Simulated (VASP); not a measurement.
# GaN: relaxation of the atoms with PBEsol

The system is GaN, a slab with vacuum.

```
CELL_PARAMETERS angstrom
3.18258 0.00000 0.00000
0.00000 5.18543 0.00000
0.00000 0.00000 23.43112
ATOMIC_POSITIONS crystal
Ga 0.00000 0.00081 0.36277
Ga 0.50000 0.50081 0.40198
Ga 0.50000 0.00081 0.48040
Ga 0.00000 0.50081 0.51960
Ga 0.00000 0.00081 0.59802
Ga 0.50000 0.50081 0.63723
N 0.00000 0.62419 0.36277
N 0.50000 0.12419 0.40198
N 0.50000 0.62419 0.48040
N 0.00000 0.12419 0.51960
N 0.00000 0.62419 0.59802
N 0.50000 0.12419 0.63723
```

```yaml
Program: VASP 6.6.1
Task: relaxation of the atoms
Functional: PBEsol
Potentials_or_basis: VASP PAW PBE potentials, release 64 (Ga_d, N)
Cutoff: 520 eV
k_mesh: 8 × 5 × 1
Occupations: gaussian, width 0.05 eV
Spin: no spin polarisation
Dipole_correction: yes
Atoms_held_fixed_from_0: "[0, 1, 2, 6, 7, 8]"
Further_INCAR_settings: ALGO = Normal; EDIFF = 1e-06; IBRION = 2; EDIFFG = -0.03; NSW = 90
```

| Property | Result |
| --- | --- |
| Energy gained by relaxing | 45.4 meV/atom |
| Ionic steps | 21 |
| Band gap on the k mesh | 0.74 eV |

Step by step:
```csv
step,energy change (eV),largest force on free atoms (eV/Å),pressure (GPa)
1,0.0000,2.6092,-1.61
2,-0.4108,1.2770,-1.07
3,-0.4216,1.3548,-0.92
4,-0.4995,0.5310,-0.75
5,-0.5015,0.5566,-0.72
6,-0.5213,0.4181,-0.57
7,-0.5213,0.4210,-0.56
8,-0.5317,0.2296,-0.52
9,-0.5335,0.2917,-0.49
10,-0.5391,0.1381,-0.43
11,-0.5397,0.1718,-0.41
12,-0.5416,0.1882,-0.39
13,-0.5419,0.0976,-0.39
14,-0.5430,0.0868,-0.34
15,-0.5432,0.0918,-0.32
16,-0.5441,0.0569,-0.29
17,-0.5445,0.0747,-0.25
18,-0.5447,0.0818,-0.21
19,-0.5448,0.0477,-0.22
20,-0.5449,0.0365,-0.21
21,-0.5449,0.0295,-0.22
```

Final structure:
```xyz
12
Lattice="3.1826 0.0000 0.0000 0.0000 5.1854 0.0000 0.0000 0.0000 23.4311" Properties=species:S:1:pos:R:3 pbc="T T T"
Ga    0.0000    0.0042    8.5000
Ga    1.5913    2.5969    9.4187
Ga    1.5913    0.0042   11.2562
Ga    0.0000    2.5872   12.1171
Ga    0.0000    0.0343   14.0855
Ga    1.5913    2.4524   14.6343
N     0.0000    3.2367    8.5000
N     1.5913    0.6440    9.4187
N     1.5913    3.2367   11.2562
N     0.0000    0.6421   12.1426
N     0.0000    3.2777   14.0233
N     1.5913    0.6584   14.8753
```

Levels at points of the mesh, in eV from the valence-band top:
```tsv
k point	band 52	band 53	band 54	band 55	band 56	band 57
(0.00, 0.00, 0.00)	-0.56	-0.26	0.00	0.74	1.95	3.72
(0.50, 0.00, 0.00)	-1.80	-0.92	-0.49	1.96	3.03	5.05
```

Run time: 25 min on 4 MPI ranks on Intel(R) Xeon(R) Platinum 8488C (Sapphire Rapids), on a shared host, peak memory 0.62 GiB a rank.

Caveat: semilocal functionals underestimate gaps, and a narrow one can read as zero; the PAW data sets were made with another functional, which shifts forces and pressure a little.
